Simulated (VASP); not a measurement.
Write the native input for VASP 6.6.1 that does the following.

```
Task                   : single point
Functional             : PBEsol
Potentials or basis    : VASP PAW PBE potentials, release 64 (Sn_d, Se)
Cutoff                 : 520 eV
k mesh                 : 12 × 12 × 6
Occupations            : gaussian, width 0.05 eV
Spin                   : no spin polarisation
Dipole correction      : no
Further INCAR settings : ALGO = Normal; EDIFF = 1e-06; NBANDS = 20
```

The structure of SnSe2 lies in POSCAR:

```
SnSe2
1.0
    3.8109987816      0.0000000000      0.0000000000
   -1.9054993908      3.3004217586      0.0000000000
    0.0000000000      0.0000000000      6.1370000000
Sn Se
1 2
Direct
    0.0000000000      0.0000000000      0.0000000000
    0.3053730849      0.6107461697      0.2290298137
    0.6387064182      0.2774128364      0.7290298137
```

This cell differs from its parent crystal: all Se atoms moved +0.225 Å, as atom 2 towards its neighbour atom 1 (Sn) at 2.682 Å.

The input as run:

INCAR

```
SYSTEM = SnSe2
PREC = Accurate ; ENCUT = 520
EDIFF = 1E-6 ; ISMEAR = 0
SIGMA = 0.05 ; LREAL = .FALSE.
LASPH = .TRUE. ; NELM = 100
ALGO = Normal ; ISIF = 2
LWAVE = .FALSE. ; LCHARG = .FALSE.
GGA = PS ; NBANDS = 20
```

KPOINTS

```
regular mesh
0
G
  12 12 6
  0 0 0
```

Potentials or basis: VASP PAW PBE potentials, release 64 (Sn_d, Se).

The run is started by

```console
$ cat potpaw_PBE.64/Sn_d/POTCAR potpaw_PBE.64/Se/POTCAR > POTCAR
$ mpirun -np 1 vasp_std > vasp.out
```

Results of the run:

```yaml
Pressure: 3.7 GPa
Largest_force: 2.620 eV/Å
Band_gap_on_the_k_mesh: 0.35 eV (least direct gap 0.63 eV)
```

Caveat: the cell differs from its parent crystal (all Se atoms moved +0.225 Å, as atom 2 towards its neighbour atom 1 (Sn) at 2.682 Å); the cell stands under pressure; semilocal functionals underestimate gaps, and a narrow one can read as zero; the PAW data sets were made with another functional, which shifts forces and pressure a little; spin-orbit coupling is left out, which moves the levels of the heavy elements; this functional lacks dispersion, which binds layers or chains, so the pressure and a relaxed spacing across them are unreliable.

It took 6 min on 1 thread of Oxide Virtual Turin-like Processor (shared host), peak memory 0.42 GiB.
